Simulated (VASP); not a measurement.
# Si2Mo (Fmm2) in VASP: single point with PBE

Aim: the single point of Si2Mo with PBE.

All numbers are computed with VASP 6.6.1; they aren't measurements. Logs are shortened: lines on timing, memory, paths and dates and some standing lists are left out, and cuts for length are marked.

**1. The cell of the first run**

It takes space group Fmm2 (No. 42, orthorhombic). The conventional cell has a = 4.549 Å, b = 7.873 Å, c = 4.549 Å, α = 90.00°, β = 90.00°, γ = 90.00°. Within 3.3 Å of Si (site symmetry m) lie 5 Mo at 2.48 to 2.76 Å and 9 Si at 2.60 to 3.22 Å. Mo (site symmetry mm2) has 10 Si at 2.48 to 2.76 Å and 4 Mo at 3.22 Å within 3.3 Å.

**2. Single point, PBE (atoms displaced along a vibrational mode)**

File INCAR:

```
ALGO = Fast
EDIFF = 1E-6
ENCUT = 520
GGA = PE
ISIF = 2
ISMEAR = 0
LASPH = True
LCHARG = False
LREAL = False
LWAVE = False
NBANDS = 18
NELM = 100
PREC = Accurate
SIGMA = 0.15
```

File KPOINTS:

```
k-points
0
Gamma
  20 20 20
```

File POSCAR:

```
Si2Mo
1.0
   -1.6084236970      1.6084236970      3.9365099589
    1.6084236970     -1.6084236970      3.9365099589
    1.6084236970      1.6084236970     -3.9365099589
Si Mo
2 1
Direct
    0.3131177754      0.3131177754     -0.0439627184
    0.6429195062      0.6429195062     -0.0439627184
    0.0128680870      0.0128680870      0.0257361740
```

Potentials or basis: VASP PAW PBE potentials, release 64 (Si, Mo_sv).

The run is started by

```bash
$ cat potpaw_PBE.64/Si/POTCAR potpaw_PBE.64/Mo_sv/POTCAR > POTCAR
$ mpirun -np 1 vasp_std > vasp.out
```

OUTCAR:

```text
EDIFF = 1E-6
   ENCUT = 520
   GGA = PE
   ISIF = 2
   ISMEAR = 0
   LASPH = True
   LREAL = False
   NELM = 100
   PREC = Accurate

 ion  position               nearest neighbor table
   1  0.313  0.313  0.956-   3 2.48   2 2.60   3 2.62   3 2.62   2 2.64   2 2.64   2 2.64   2 2.64
                             3 2.64   3 2.76
   2  0.643  0.643  0.956-   3 2.48   1 2.60   3 2.62   3 2.62   1 2.64   1 2.64   1 2.64   1 2.64
                             3 2.64   3 2.76
   3  0.013  0.013  0.026-   1 2.48   2 2.48   1 2.62   1 2.62   2 2.62   2 2.62   2 2.64   1 2.64
                             1 2.76   2 2.76

  LATTYP: Found a body centered tetragonal cell.
 ALAT       =     3.2168473940
 C/A-ratio  =     2.4474334507

  Lattice vectors:

 A1 = (  -1.6084236970,   1.6084236970,   3.9365099589)
 A2 = (   1.6084236970,  -1.6084236970,   3.9365099589)
 A3 = (   1.6084236970,   1.6084236970,  -3.9365099589)

Analysis of symmetry for initial positions (statically):
=====================================================================
 Subroutine PRICEL returns:
 Original cell was already a primitive cell.

 Routine SETGRP: Setting up the symmetry group for a
 body centered tetragonal supercell.

 Subroutine GETGRP returns: Found  4 space group operations
 (whereof  4 operations were pure point group operations)
 out of a pool of 16 trial point group operations.

The static configuration has the point symmetry C_2v.

Analysis of symmetry for dynamics (positions and initial velocities):
=====================================================================
 Subroutine PRICEL returns:
 Original cell was already a primitive cell.

 Routine SETGRP: Setting up the symmetry group for a
 body centered tetragonal supercell.

 Subroutine GETGRP returns: Found  4 space group operations
 (whereof  4 operations were pure point group operations)
 out of a pool of 16 trial point group operations.

The dynamic configuration has the point symmetry C_2v.

 Subroutine INISYM returns: Found  4 space group operations
 (whereof  4 operations are pure point group operations),
 and found     1 'primitive' translations

----------------------------------------------------------------------------------------

                                     Primitive cell

  volume of cell :      40.7354

[... 89 lines left out ...]
   NELM   =    100;   NELMIN=  2; NELMDL= -5     # of ELM steps
   EDIFF  = 0.1E-05   stopping-criterion for ELM
   LREAL  =      F    real-space projection
   EDIFFG = 0.1E-04   stopping-criterion for IOM
   NSW    =      0    number of steps for IOM
   IBRION =     -1    ionic relax: 0-MD 1-quasi-New 2-CG
   NFREE  =      0    steps in history (QN), initial steepest desc. (CG)
   ISIF   =      2    stress and relaxation
   ISYM   =      2    0-nonsym 1-usesym 2-fastsym
   POTIM  = 0.5000    time-step for ionic-motion
   TEBEG  =    0.0;   TEEND  =   0.0 temperature during run
   PSTRESS=    0.0 pullay stress
   NELECT =      22.0000    total number of electrons
   NUPDOWN=      -1.0000    fix difference up-down
   EMIN   =  10.00;   EMAX   =-10.00  energy-range for DOS
   EFERMI =   0.00;   METHOD = LEGACY
   ISMEAR =     0;   SIGMA  =   0.15  broadening in eV -4-tet -1-fermi 0-gaus
   EFERMI_NEDOS =   21; number of points for ismear=-14 and -15
   IALGO  =     68    algorithm
   IMIX   =      4    mixing-type and parameters
     AMIX     =   0.40;   BMIX     =  1.00
     AMIX_MAG =   1.60;   BMIX_MAG =  1.00
  volume/ion in A,a.u.               =      13.58        91.63
  Fermi-wavevector in a.u.,A,eV,Ry     =   1.333189  2.519361 24.182889  1.777392
  Thomas-Fermi vector in A             =   2.462066
   LORBIT       =      0    0 simple, 1 ext, 2 COOP (PROOUT), +10 PAW based schemes
   GGA     = PE    functional components
   LHFCALC =     F    Hartree Fock is set to
   AEXX    =    0.0000 exact exchange contribution
   IVDW    =     0    specifies the selected vdW correction
   LEPSILON=     F    determine dielectric tensor
   LRPA    =     F    only Hartree local field effects (RPA)
 non-spin polarized calculation
 RMM-DIIS sequential band-by-band and
 Gauss-broadening in eV      SIGMA  =   0.15
  energy-cutoff  :      520.00
  volume of cell :       40.74
 maximum number of plane-waves:      1134
 NGX is ok and might be reduce to    36
   NGX = 17   NGY = 17   NGZ = 17

 number of electron      22.0000000 magnetization

 Free energy of the ion-electron system (eV)
  ---------------------------------------------------
  ext. energy  EPLUGINS =         0.00000000
  ---------------------------------------------------
  free energy    TOTEN  =       -23.14191248 eV

  energy without entropy =      -23.13920014  energy(sigma->0) =      -23.14055631

 E-fermi :  12.0528     XC(G=0): -12.3630

 val. band max:       12.0498729170   @ k =  -0.3000  -0.4000   0.3500
 cond. band min:      12.0634945544   @ k =  -0.3000  -0.3000   0.2500
 fundamental gap:      0.0136216374
 Fermi energy:        12.0528174291

 k-point     1 :       0.0000    0.0000    0.0000
  band No.  band energies     occupation
      1     -48.6441      2.00000
      2     -22.7982      2.00000
      3     -22.7282      2.00000
      4     -22.7162      2.00000
      5      -1.2490      2.00000
      6       5.7719      2.00000
[... 481 lines left out ...]
      5       0.9057      2.00000
      6       4.3618      2.00000
[... 10 lines left out ...]
     17      18.9509      0.00000
     18      20.8788      0.00000

 [... further k-points ...]

------------------------ aborting loop because EDIFF is reached ----------------------------------------

  FORCE on cell =-STRESS in cart. coord.  units (eV):
  Direction    XX          YY          ZZ          XY          YZ          ZX
  --------------------------------------------------------------------------------------
  -------------------------------------------------------------------------------------
  Total        0.5409109      0.5409109      0.3660748      0.5712050      0.0000000      0.0000000
  in kB       21.2747277     21.2747277     14.3981997     22.4662366      0.0000000      0.0000000
  external PRESSURE =      18.9825517 kB  Pullay stress =       0.0000000 kB

 VOLUME and BASIS-vectors are now :
 -----------------------------------------------------------------------------
  energy-cutoff  :      520.00
  volume of cell :       40.74
      direct lattice vectors                 reciprocal lattice vectors
    -1.608423697  1.608423697  3.936509959     0.000000000  0.310863363  0.127016064
     1.608423697 -1.608423697  3.936509959     0.310863363  0.000000000  0.127016064
     1.608423697  1.608423697 -3.936509959     0.310863363  0.310863363  0.000000000

 POSITION                                       TOTAL-FORCE (eV/Angst)
 -----------------------------------------------------------------------------------
      1.53771      1.53771     -1.29827         0.558254      0.558254     -0.145445
      1.53771      1.53771      1.29827         0.558254      0.558254      0.145445
      0.04139      0.04139      0.00000        -1.116508     -1.116508      0.000000
 -----------------------------------------------------------------------------------
    total drift:                               -0.000212     -0.000212     -0.000000

  FREE ENERGIE OF THE ION-ELECTRON SYSTEM (eV)
  ---------------------------------------------------
  free  energy   TOTEN  =       -23.1419124803 eV

  energy  without entropy=      -23.1392001363  energy(sigma->0) =      -23.14055631
```

OSZICAR:

```text
N       E                     dE             d eps       ncg     rms          rms(c)
DAV:   1     0.118725446727E+03    0.11873E+03   -0.11291E+04 42024   0.116E+03
DAV:   2    -0.209394133719E+02   -0.13966E+03   -0.13682E+03 50000   0.298E+02
DAV:   3    -0.240269105216E+02   -0.30875E+01   -0.30562E+01 52482   0.391E+01
DAV:   4    -0.240448591800E+02   -0.17949E-01   -0.17935E-01 49426   0.322E+00
DAV:   5    -0.240449829282E+02   -0.12375E-03   -0.12374E-03 49510   0.283E-01    0.211E+01
RMM:   6    -0.232890100632E+02    0.75597E+00   -0.30156E+00 42758   0.110E+01    0.510E+00
RMM:   7    -0.231639088045E+02    0.12510E+00   -0.23235E-01 43836   0.329E+00    0.383E+00
RMM:   8    -0.231422548372E+02    0.21654E-01   -0.66079E-02 49648   0.170E+00    0.394E-01
RMM:   9    -0.231420564865E+02    0.19835E-03   -0.99616E-03 51547   0.623E-01    0.260E-01
RMM:  10    -0.231419350652E+02    0.12142E-03   -0.15562E-03 49478   0.303E-01    0.117E-01
RMM:  11    -0.231419150953E+02    0.19970E-04   -0.38114E-04 51477   0.138E-01    0.204E-02
RMM:  12    -0.231419118736E+02    0.32216E-05   -0.66382E-05 51735   0.650E-02    0.131E-02
RMM:  13    -0.231419128646E+02   -0.99098E-06   -0.17174E-05 51922   0.311E-02    0.540E-03
RMM:  14    -0.231419124803E+02    0.38436E-06   -0.33212E-06 41905   0.156E-02
   1 F= -.23141912E+02 E0= -.23140556E+02  d E =-.271234E-02
```

Wall time 34 min (1 thread of Oxide Virtual Turin-like, shared host); peak memory 0.84 GiB.

What came out:

```
Free energy            : -23.1419 eV
Pressure               : 1.9 GPa
Largest force          : 1.579 eV/Å
Band gap on the k mesh : zero (bands 11 and 12 overlap by 0.68 eV)
```

Forces in eV/Å, atoms in the order of the input:
```
Si   0.558  0.558 -0.145
Si   0.558  0.558  0.145
Mo  -1.117 -1.117  0.000
```

Levels at points of the mesh, in eV from the Fermi level:
| k point | band 8 | band 9 | band 10 | band 11 | band 12 | band 13 | band 14 | band 15 |
| --- | --- | --- | --- | --- | --- | --- | --- | --- |
| (0.00, 0.00, 0.00) | -3.04 | -2.54 | -2.53 | 0.30 | 2.95 | 3.00 | 3.58 | 3.62 |
| (0.50, 0.00, 0.00) | -4.40 | -2.53 | -2.45 | -0.53 | 2.23 | 3.12 | 3.95 | 4.25 |
| (0.50, 0.50, 0.00) | -5.15 | -4.38 | -2.98 | -1.15 | 2.28 | 2.72 | 2.86 | 3.60 |
| (0.00, 0.00, 0.50) | -5.22 | -4.35 | -3.03 | -1.19 | 2.28 | 2.61 | 3.14 | 3.32 |
| (0.50, 0.50, 0.50) | -2.19 | -0.67 | -0.52 | -0.48 | -0.34 | 0.61 | 4.77 | 4.92 |

Caveat: the cell differs from its parent crystal (atoms displaced along a vibrational mode); forces of over 1 eV/Å act on the atoms, so gaps and moduli don't describe the material at rest.
